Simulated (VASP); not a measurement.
Set up this calculation in VASP 6.6.1, as the native input.

```
Task                   : single point
Functional             : LDA
Potentials or basis    : VASP PAW LDA potentials, release 64 (C, H)
Cutoff                 : 520 eV
k mesh                 : 6 × 4 × 1
Occupations            : gaussian, width 0.05 eV
Spin                   : no spin polarisation
Dipole correction      : yes
Further INCAR settings : LREAL = Auto; ALGO = Normal; EDIFF = 1e-06; NBANDS = 68
```

The structure of HC12 lies in POSCAR:

```
HC12
1.0
    4.8892663280      0.0000000000      0.0000000000
   -2.4446331640      6.7739291692      0.0000000000
    0.0000000000      0.0000000000     22.7684096771
C H
24 2
Direct
    0.4020794403      0.3041588806      0.1756820110
    0.4020794403      0.8041588805      0.1756820110
    0.9020794403      0.3041588806      0.1756820110
    0.9020794403      0.8041588805      0.1756820110
    0.1630408159      0.3260816317      0.2059829668
    0.1630408159      0.8260816317      0.2059829668
    0.6630408159      0.3260816317      0.2059829668
    0.6630408159      0.8260816317      0.2059829668
    0.1846395683      0.3692791367      0.2666259491
    0.1846395683      0.8692791367      0.2666259491
    0.6846395683      0.3692791367      0.2666259491
    0.6846395683      0.8692791367      0.2666259491
    0.4461625696      0.3923265051      0.2960492075
    0.4461625696      0.8923265051      0.2960492075
    0.9461625696      0.3923265051      0.2960492075
    0.9461625696      0.8923265051      0.2960492075
    0.4715644646      0.4431294558      0.3591099590
    0.4715644646      0.9431294558      0.3591099590
    0.9715644646      0.4431294558      0.3591099590
    0.9715644646      0.9431294558      0.3591099590
    0.2327030006      0.4654044969      0.3851129614
    0.2327030006      0.9654044969      0.3851129614
    0.7327030006      0.4654044969      0.3851129614
    0.7327030006      0.9654044969      0.3851129614
    0.2327030006      0.9202753343      0.4993062686
    0.2327030006      1.0105336595      0.4993062686
```

The input as run:

INCAR

```
SYSTEM = HC12
PREC = Accurate ; ENCUT = 520
EDIFF = 1E-6 ; ISMEAR = 0
SIGMA = 0.05 ; LREAL = Auto
LASPH = .True. ; NELM = 60
ALGO = Normal ; ISIF = 2
LWAVE = .False. ; LCHARG = .True.
LDIPOL = .True. ; IDIPOL = 3
DIPOL = 0.5 0.5 0.298 ; GGA = CA
LELF = .True. ; LVHAR = .True.
LVACPOTAV = .True. ; NBANDS = 68
```

KPOINTS

```
regular mesh
0
Gamma
  6 4 1
  0 0 0
```

Potentials or basis: VASP PAW LDA potentials, release 64 (C, H).

Command:

```bash
$ cat potpaw_LDA.64/C/POTCAR potpaw_LDA.64/H/POTCAR > POTCAR
$ mpirun -np 1 vasp_std > vasp.out
```

Results of the run:

| Item | Value |
| --- | --- |
| Largest force | 5.707 eV/Å |
| Band gap on the k mesh | zero (band 49 reaches -3.58 eV, above the bottom of band 50 at -3.63 eV) |

It took 20 min on 1 thread of Intel(R) Xeon(R) Platinum 8488C (Sapphire Rapids), on a shared host, peak memory 0.8 GiB.
